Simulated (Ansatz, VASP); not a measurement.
**One calculation of TiAl, two programs**

```xyz
2
Lattice="2.8673 0.0000 0.0000 -1.4336 2.1107 0.0000 0.0000 0.0000 4.6781" Properties=species:S:1:pos:R:3 pbc="T T T"
Ti    0.0000    0.0000    0.0000
Al    0.0000    1.4071    2.3390
```

Change from the starting cell: strain -0.1500 x Voigt [0, 1, 0, 0, 0, 0], atoms carried along.

Alike in both runs: task single point; functional r2SCAN; k mesh 18 × 18 × 10; occupations gaussian, width 0.15 eV; no spin polarisation.

```csv
,VASP,Ansatz
version,VASP 6.6.1,Ansatz 0.2.0
potentials or method,"VASP PAW PBE potentials, release 64 (Ti_sv, Al), cutoff 550 eV","scalar-relativistic, plane waves, PAW"
valence electrons in the cell,15,15
```

VASP gave:

```
gap on the k mesh at the Fermi level (eV)                     : none
pressure (GPa)                                                : 22.6
traceless stress, the component that is largest in VASP (GPa) : 17.03
rms of the force components (eV/Å)                            : 0.375
```

**Question.** Estimate Ansatz's values.

**Answer.** gap on the k mesh at the Fermi level (eV): none; pressure (GPa): 22.3; traceless stress, the component that is largest in VASP (GPa): 16.95; rms of the force components (eV/Å): 0.375.

VASP's potentials were made for PBE, not for r2SCAN. Atom by atom the forces differ by 0.000 eV/Å (rms over components). A gap of «none» marks a metal or a gap that the smearing closes.
